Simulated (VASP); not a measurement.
Runs of VASP 6.6.1 on InSb3. The structure is that of space group R-3m (No. 166), or close to it. The cells are those of the table. 

```tsv
cell	gap on the mesh (eV)	pressure (GPa)
a = 4.913 Å, angles 87.3°, 4 atoms	none	-2.5
a = 4.865 Å, angles 87.3°, 4 atoms	none	-1.2
a = 4.913 Å, angles 92.6°, 4 atoms	none	-2.5
a = 4.724 Å, angles 94.0°, 4 atoms	none	4.2
a = 4.772 Å, angles 94.0°, 4 atoms	none	2.2
a = 4.772 Å, angles 85.9°, 4 atoms	none	2.3
a = 4.865 Å, angles 92.6°, 4 atoms	none	-1.3
a = 4.964 Å, angles 93.8°, 4 atoms	none	-3.3
a = 4.724 Å, angles 85.8°, 4 atoms	none	4.3
a = 4.916 Å, angles 93.9°, 4 atoms	none	(a)
a = 4.720 Å, angles 87.2°, 4 atoms	none	(c)
a = 4.916 Å, angles 86.0°, 4 atoms	none	(b)
```

Alike in all rows: task single point; level PBE; potentials or basis VASP PAW PBE potentials, release 64 (In_d, Sb); no spin polarisation; k mesh 8 × 8 × 8; cutoff (eV) 520; smearing gaussian 0.15 eV.

Fill in the values left out.

(a) -2.3; (b) -2.1; (c) 3.9.

Caveats: spin-orbit coupling is left out, which moves the levels of the heavy elements; the cell stands under pressure (at least some runs); the cell stands under tension (at least some runs).

A k mesh can miss the band edges, and the runs leave out spin-orbit coupling on In, Sb.

A gap of «none» marks levels without a gap at the run's occupations.
